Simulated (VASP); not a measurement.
# HfC2 (P6/mmm) in VASP: further runs, part 2 of 2

VASP 6.6.1. Earlier steps stand in the parts before.

### 3 Single point, PBE

This run uses another cell than the first one, of 15.23 Å³/atom.

Input file INCAR:

```
SYSTEM = HfC2
PREC     = Accurate       ! precision mode
ENCUT    = 600            ! plane-wave cutoff, eV
EDIFF    = 1E-6           ! SCF threshold, eV
ISMEAR   = 0              ! smearing method
SIGMA    = 0.1            ! smearing width, eV
LREAL    = .FALSE.        ! projectors in reciprocal space
LASPH    = .TRUE.         ! aspherical terms in the spheres
NELM     = 120            ! most SCF steps
ALGO     = Normal         ! electronic algorithm
ISIF     = 2              ! what is computed and relaxed
LWAVE    = .FALSE.        ! write WAVECAR
LCHARG   = .FALSE.        ! write CHGCAR
GGA      = PE             ! functional
NBANDS   = 16             ! bands
GGA_COMPAT= .FALSE.
```

Input file KPOINTS:

```
Automatic mesh
0
G
  6 6 6
  0 0 0
```

Input file POSCAR:

```
HfC2
1.0
    4.1617100300      0.0000000000      0.0000000000
   -2.0808550100      3.6041466100      0.0000000000
    0.0000000000      0.0000000000      3.0456143600
Hf C
1 2
Direct
    0.0000000000      0.0000000000      0.0000000000
    0.3333333300      0.6666666700      0.5000000000
    0.6666666700      0.3333333300      0.5000000000
```

Potentials or basis: VASP PAW PBE potentials, release 64 (Hf_pv, C).

Started as:

```console
$ cat potpaw_PBE.64/Hf_pv/POTCAR potpaw_PBE.64/C/POTCAR > POTCAR
$ mpirun -np 1 vasp_std > vasp.out
```

OUTCAR:

```text
SYSTEM = HfC2
   PREC = Accurate
   ENCUT = 600
   EDIFF = 1E-6
   ISMEAR = 0
   LREAL = .FALSE.
   LASPH = .TRUE.
   NELM = 120
   ISIF = 2
   GGA = PE

 ion  position               nearest neighbor table
   1  0.000  0.000  0.000-   2 2.84   3 2.84   2 2.84   3 2.84   2 2.84   2 2.84   3 2.84   3 2.84
                             3 2.84   3 2.84   2 2.84   2 2.84
   2  0.333  0.667  0.500-   1 2.84   1 2.84   1 2.84   1 2.84   1 2.84   1 2.84
   3  0.667  0.333  0.500-   1 2.84   1 2.84   1 2.84   1 2.84   1 2.84   1 2.84

  LATTYP: Found a hexagonal cell.
 ALAT       =     4.1617100300
 C/A-ratio  =     0.7318180118

[... 651 lines left out ...]
  Direction    XX          YY          ZZ          XY          YZ          ZX
  --------------------------------------------------------------------------------------
  -------------------------------------------------------------------------------------
  Total      -13.3244121    -13.3244121     -3.6043287     -0.0000000      0.0000000     -0.0000000
  in kB     -467.3147190   -467.3147192   -126.4112718     -0.0000006      0.0000000     -0.0000000
  external PRESSURE =    -353.6802367 kB  Pullay stress =       0.0000000 kB

 VOLUME and BASIS-vectors are now :
 -----------------------------------------------------------------------------
  energy-cutoff  :      600.00
  volume of cell :       45.68
      direct lattice vectors                 reciprocal lattice vectors
     4.161710030  0.000000000  0.000000000     0.240285842  0.138729095  0.000000000
    -2.080855010  3.604146610  0.000000000     0.000000000  0.277458191  0.000000000
     0.000000000  0.000000000  3.045614360     0.000000000  0.000000000  0.328340979

 POSITION                                       TOTAL-FORCE (eV/Angst)
 -----------------------------------------------------------------------------------
      0.00000      0.00000      0.00000        -0.000000     -0.000000      0.000000
     -0.00000      2.40276      1.52281        -0.000000      0.000000      0.000000
      2.08086      1.20138      1.52281         0.000000     -0.000000      0.000000
 -----------------------------------------------------------------------------------
    total drift:                               -0.000000      0.000000      0.000000

  FREE ENERGIE OF THE ION-ELECTRON SYSTEM (eV)
  ---------------------------------------------------
  free  energy   TOTEN  =       -21.8302131748 eV

  energy  without entropy=      -21.8099573126  energy(sigma->0) =      -21.82008524
```

OSZICAR:

```text
N       E                     dE             d eps       ncg     rms          rms(c)
DAV:   1     0.451043010484E+02    0.45104E+02   -0.97136E+03   896   0.114E+03
DAV:   2    -0.217342652945E+02   -0.66839E+02   -0.63789E+02  1248   0.224E+02
DAV:   3    -0.244615823295E+02   -0.27273E+01   -0.26858E+01  1040   0.342E+01
DAV:   4    -0.244940134165E+02   -0.32431E-01   -0.32353E-01  1224   0.426E+00
DAV:   5    -0.244945700043E+02   -0.55659E-03   -0.55563E-03  1040   0.462E-01    0.238E+01
DAV:   6    -0.220858501635E+02    0.24087E+01   -0.13546E+01  1120   0.132E+01    0.246E+01
DAV:   7    -0.218934921765E+02    0.19236E+00   -0.85103E-01  1128   0.444E+00    0.160E+01
DAV:   8    -0.218455600398E+02    0.47932E-01   -0.37780E-01  1024   0.367E+00    0.259E+00
DAV:   9    -0.218304837847E+02    0.15076E-01   -0.43259E-02   992   0.114E+00    0.566E-01
DAV:  10    -0.218303473162E+02    0.13647E-03   -0.48713E-03  1176   0.403E-01    0.375E-01
DAV:  11    -0.218302133928E+02    0.13392E-03   -0.66297E-04  1152   0.105E-01    0.409E-02
DAV:  12    -0.218302137074E+02   -0.31460E-06   -0.55121E-05  1000   0.474E-02    0.985E-02
DAV:  13    -0.218302131748E+02    0.53260E-06   -0.88675E-06  1040   0.184E-02
   1 F= -.21830213E+02 E0= -.21820085E+02  d E =-.202559E-01
```

stdout:

```text
POSCAR found type information on POSCAR HfC
 POSCAR found :  2 types and       3 ions
 scaLAPACK will be used
 LDA part: xc-table for (Slater+PW92), standard interpolation
 POSCAR, INCAR and KPOINTS ok, starting setup
 FFT: planning ... GRIDC
 FFT: planning ... GRID_SOFT
 FFT: planning ... GRID
 WAVECAR not read
 entering main loop
```

Wall time 34 s (1 thread of Intel Xeon 8259CL, shared host); peak memory 0.19 GiB.

Results:

```
Free energy            : -21.8302 eV
Pressure               : -35.4 GPa
Band gap on the k mesh : zero (bands 9 and 10 overlap by 2.05 eV)
```

Stress tensor (GPa, compression positive):
```
-46.73   0.00   0.00
  0.00 -46.73   0.00
  0.00   0.00 -12.64
```

Levels at points of the mesh, in eV from the Fermi level:
| k point | band 6 | band 7 | band 8 | band 9 | band 10 | band 11 | band 12 | band 13 |
| --- | --- | --- | --- | --- | --- | --- | --- | --- |
| (0.00, 0.00, 0.00) | -3.74 | -3.74 | -1.65 | 0.16 | 0.68 | 0.68 | 2.76 | 3.51 |
| (0.50, 0.00, 0.00) | -4.01 | -3.56 | -0.13 | 0.09 | 0.64 | 1.75 | 2.13 | 2.90 |
| (0.00, 0.00, 0.50) | -5.50 | -1.90 | -1.90 | -1.78 | -1.78 | 0.01 | 1.15 | 1.15 |
| (0.50, 0.00, 0.50) | -4.13 | -3.25 | -3.11 | -1.24 | 1.51 | 2.67 | 2.74 | 3.27 |

Caveat: the cell stands under tension; spin-orbit coupling is left out, which moves the levels of the heavy elements.

### 4 Relaxation of cell and atoms, PBE

This run uses another cell than the first one, of 15.23 Å³/atom.

Input file INCAR:

```
PREC = Accurate
ENCUT = 600
EDIFF = 1E-7
ISMEAR = 0
SIGMA = 0.1
LREAL = F
LASPH = T
NELM = 120
ALGO = Normal
ISIF = 3
LWAVE = F
LCHARG = F
GGA = PE
IBRION = 2
NSW = 90
EDIFFG = -0.04
GGA_COMPAT = F
NELMIN = 4
```

Input file KPOINTS:

```
Automatic mesh
0
Gamma
  6 6 6
```

POSCAR is that of step 3.

Started as:

```console
$ cat potpaw_PBE.64/Hf_pv/POTCAR potpaw_PBE.64/C/POTCAR > POTCAR
$ mpirun -np 1 vasp_std > vasp.out
```

Wall time 3.7 min (1 thread of Intel Xeon 8259CL, shared host); peak memory 0.2 GiB.

The run converged. Its results:

```yaml
Free_energy: -25.8719 eV
Relaxed_volume: 9.81 Å³/atom
Relaxed_cell: a = 3.272 Å, b = 3.272 Å, c = 3.175 Å, α = 90.00°, β = 90.00°, γ = 120.00°
Space_group_after_relaxing_to_0.1_Å: P6/mmm (No. 191)
Energy_gained_by_relaxing: 1347.2 meV/atom
Ionic_steps: 8
Pressure_after_relaxing: -0.5 GPa
Band_gap_on_the_k_mesh: zero (bands 9 and 10 overlap by 4.30 eV)
```

Stress tensor (GPa, compression positive):
```
-0.47  0.00  0.00
 0.00 -0.47  0.00
 0.00  0.00 -0.62
```

The path:
| step | energy change (eV) | largest force (eV/Å) | pressure (GPa) | volume (Å³) |
| --- | --- | --- | --- | --- |
| 1 | 0.0000 | 0.0000 | -35.37 | 45.68 |
| 2 | -3.4568 | 0.0000 | 34.04 | 26.57 |
| 3 | -3.5785 | 0.0000 | 14.36 | 28.47 |
| 4 | -3.9562 | 0.0000 | 5.82 | 27.73 |
| 5 | -4.0043 | 0.0000 | 8.99 | 28.04 |
| 6 | -4.0288 | 0.0000 | -4.99 | 30.06 |
| 7 | -4.0395 | 0.0000 | -0.31 | 29.33 |
| 8 | -4.0416 | 0.0000 | -0.52 | 29.43 |

Final structure:
```
Hf C
1.0
     3.27169    0.00000    0.00000
    -1.63584    2.83336    0.00000
     0.00000    0.00000    3.17507
Hf C
1 2
Direct
  0.00000 0.00000 0.00000
  0.33333 0.66667 0.50000
  0.66667 0.33333 0.50000
```

Levels at points of the mesh, in eV from the Fermi level:
```tsv
k point	band 5	band 6	band 7	band 8	band 9	band 10	band 11	band 12	band 13
(0.00, 0.00, 0.00)	-5.84	-5.84	-3.88	-3.42	-2.97	1.73	1.73	3.05	3.63
(0.50, 0.00, 0.00)	-12.72	-6.05	-4.72	-4.49	-0.22	2.65	2.84	3.07	3.75
(0.00, 0.00, 0.50)	-9.36	-4.42	-4.42	-2.42	-2.10	-2.10	0.31	0.31	0.80
(0.50, 0.00, 0.50)	-10.82	-7.40	-6.00	-4.68	-0.59	4.78	5.29	5.85	6.64
```

Caveat: the volume moved by over 15 % at a fixed basis, so the end points are rough; spin-orbit coupling is left out, which moves the levels of the heavy elements.

### 5 Single point, PBE

This run uses another cell than the first one, of 9.73 Å³/atom.

Input file INCAR:

```
SYSTEM = HfC2
PREC     = Accurate       ! precision mode
ENCUT    = 600            ! plane-wave cutoff, eV
EDIFF    = 1E-6           ! SCF threshold, eV
ISMEAR   = 0              ! smearing method
SIGMA    = 0.1            ! smearing width, eV
LREAL    = .FALSE.        ! projectors in reciprocal space
LASPH    = .TRUE.         ! aspherical terms in the spheres
NELM     = 120            ! most SCF steps
ALGO     = Normal         ! electronic algorithm
ISIF     = 2              ! what is computed and relaxed
LWAVE    = .FALSE.        ! write WAVECAR
LCHARG   = .FALSE.        ! write CHGCAR
GGA      = PE             ! functional
NBANDS   = 16             ! bands
GGA_COMPAT= .FALSE.
```

Input file KPOINTS:

```
regular mesh
0
G
  18 18 14
  0 0 0
```

Input file POSCAR:

```
HfC2
1.0
    3.2386326344      0.0000000000      0.0000000000
   -1.6193163172      2.8047381349      0.0000000000
    0.0000000000      0.0000000000      3.2140841422
Hf C
1 2
Direct
    0.0000000000      0.0000000000      0.0000000000
    0.3333333333      0.6666666667      0.5000000000
    0.6666666667      0.3333333333      0.5000000000
```

Potentials or basis: VASP PAW PBE potentials, release 64 (Hf_pv, C).

Started as:

```console
$ cat potpaw_PBE.64/Hf_pv/POTCAR potpaw_PBE.64/C/POTCAR > POTCAR
$ mpirun -np 1 vasp_std > vasp.out
```

OUTCAR:

```text
SYSTEM = HfC2
   PREC = Accurate
   ENCUT = 600
   EDIFF = 1E-6
   ISMEAR = 0
   LREAL = .FALSE.
   LASPH = .TRUE.
   NELM = 120
   ISIF = 2
   GGA = PE

 ion  position               nearest neighbor table
   1  0.000  0.000  0.000-   2 2.47   3 2.47   2 2.47   3 2.47   2 2.47   2 2.47   3 2.47   3 2.47
                             3 2.47   3 2.47   2 2.47   2 2.47
   2  0.333  0.667  0.500-   3 1.87   3 1.87   3 1.87   1 2.47   1 2.47   1 2.47   1 2.47   1 2.47
                             1 2.47
   3  0.667  0.333  0.500-   2 1.87   2 1.87   2 1.87   1 2.47   1 2.47   1 2.47   1 2.47   1 2.47
                             1 2.47

[... 656 lines left out ...]
  --------------------------------------------------------------------------------------
  -------------------------------------------------------------------------------------
  Total       -0.3559826     -0.3559826     -0.3372887      0.0000000     -0.0000000     -0.0000000
  in kB      -19.5356593    -19.5356593    -18.5097756      0.0000000     -0.0000000     -0.0000000
  external PRESSURE =     -19.1936981 kB  Pullay stress =       0.0000000 kB

 VOLUME and BASIS-vectors are now :
 -----------------------------------------------------------------------------
  energy-cutoff  :      600.00
  volume of cell :       29.20
      direct lattice vectors                 reciprocal lattice vectors
     3.238632634  0.000000000  0.000000000     0.308772285  0.178269762  0.000000000
    -1.619316317  2.804738135  0.000000000     0.000000000  0.356539524  0.000000000
     0.000000000  0.000000000  3.214084142     0.000000000  0.000000000  0.311130623

 POSITION                                       TOTAL-FORCE (eV/Angst)
 -----------------------------------------------------------------------------------
      0.00000      0.00000      0.00000         0.000000     -0.000000      0.000000
     -0.00000      1.86983      1.60704        -0.000000      0.000000      0.000000
      1.61932      0.93491      1.60704         0.000000     -0.000000     -0.000000
 -----------------------------------------------------------------------------------
    total drift:                               -0.000000      0.000000     -0.000000

  FREE ENERGIE OF THE ION-ELECTRON SYSTEM (eV)
  ---------------------------------------------------
  free  energy   TOTEN  =       -25.9184169923 eV

  energy  without entropy=      -25.9150142483  energy(sigma->0) =      -25.91671562
```

stdout:

```text
POSCAR found type information on POSCAR HfC
 POSCAR found :  2 types and       3 ions
 scaLAPACK will be used
 LDA part: xc-table for (Slater+PW92), standard interpolation
 POSCAR, INCAR and KPOINTS ok, starting setup
 FFT: planning ... GRIDC
 FFT: planning ... GRID_SOFT
 FFT: planning ... GRID
 WAVECAR not read
 entering main loop
```

It took 4.4 min on 1 thread of Intel Xeon 8259CL, shared host; peak memory 0.3 GiB.

Results:

```
Free energy            : -25.9184 eV
Pressure               : -1.9 GPa
Band gap on the k mesh : zero (bands 9 and 10 overlap by 4.35 eV)
```

Caveat: spin-orbit coupling is left out, which moves the levels of the heavy elements.

### 6 Overview

| task | cell | k mesh | gap on the mesh (eV) | pressure (GPa) |
| --- | --- | --- | --- | --- |
| single point | a = 3.282, b = 3.282, c = 3.180 Å, angles 90.0, 90.0, 120.0°, 3 atoms | 6 × 6 × 6 | none | -2.0 |
| single point | a = 4.162, b = 4.162, c = 3.046 Å, angles 90.0, 90.0, 120.0°, 3 atoms | 6 × 6 × 6 | none | -35.4 |
| relaxation of cell and atoms | relaxed from a = 4.162, b = 4.162, c = 3.046 Å, angles 90.0, 90.0, 120.0°, 3 atoms | 6 × 6 × 6 | none | -0.5 |
| single point | a = 3.239, b = 3.239, c = 3.214 Å, angles 90.0, 90.0, 120.0°, 3 atoms | 18 × 18 × 14 | none | -1.9 |

Alike in all rows: level PBE; potentials or basis VASP PAW PBE potentials, release 64 (Hf_pv, C); no spin polarisation; cutoff (eV) 600; smearing gaussian 0.1 eV.

Caveats: some runs use coarse meshes; spin-orbit coupling is left out, which moves the levels of the heavy elements; the cell stands under tension (at least some runs); the volume moved by over 15 % at a fixed basis, so the end points are rough (at least some runs).

Absolute energies hang on the potentials; compare differences alone.
